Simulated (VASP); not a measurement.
Input of a VASP 6.6.1 run:

The input INCAR:

```
PREC = Accurate
ENCUT = 520
EDIFF = 1E-6
ISMEAR = 0
SIGMA = 0.1
LREAL = False
LASPH = True
NELM = 60
ALGO = Normal
ISIF = 2
LWAVE = False
LCHARG = True
GGA = PE
LELF = True
LVHAR = True
NBANDS = 58
```

File KPOINTS:

```
Automatic mesh
0
Gamma
  6 6 2
```

Contents of POSCAR:

```
Zn
1.0
    3.3730316337      0.0000000000      0.0000000000
   -1.6865158168      2.9211310825      0.0000000000
    0.0000000000      0.0000000000     11.0162212482
Zn
8
Direct
    0.0000000000      0.0000000000      0.0937500000
    0.0000000000      0.0000000000      0.5937500000
    0.0000000000      0.0000000000      0.4062500000
    0.0000000000      0.0000000000      0.9062500000
    0.3333333333      0.6666666667      0.1562500000
    0.6666666667      0.3333333333      0.6562500000
    0.3333333333      0.6666666667      0.3437500000
    0.6666666667      0.3333333333      0.8437500000
```

Potentials or basis: VASP PAW PBE potentials, release 64 (Zn).

The run is started by

```bash
$ cat potpaw_PBE.64/Zn/POTCAR > POTCAR
$ mpirun -np 1 vasp_std > vasp.out
```

Task: Estimate the largest force.

Result: 0.075 eV/Å.

Task: What does it give for the band gap on the k mesh?

Result: Zero (bands 48 and 49 overlap by 7.82 eV).

Forces on the atoms (eV/Å):
```
Zn   0.000  0.000  0.075
Zn   0.000  0.000  0.075
Zn   0.000  0.000 -0.075
Zn   0.000  0.000 -0.075
Zn   0.000  0.000 -0.017
Zn   0.000  0.000 -0.017
Zn   0.000  0.000  0.017
Zn   0.000  0.000  0.017
```
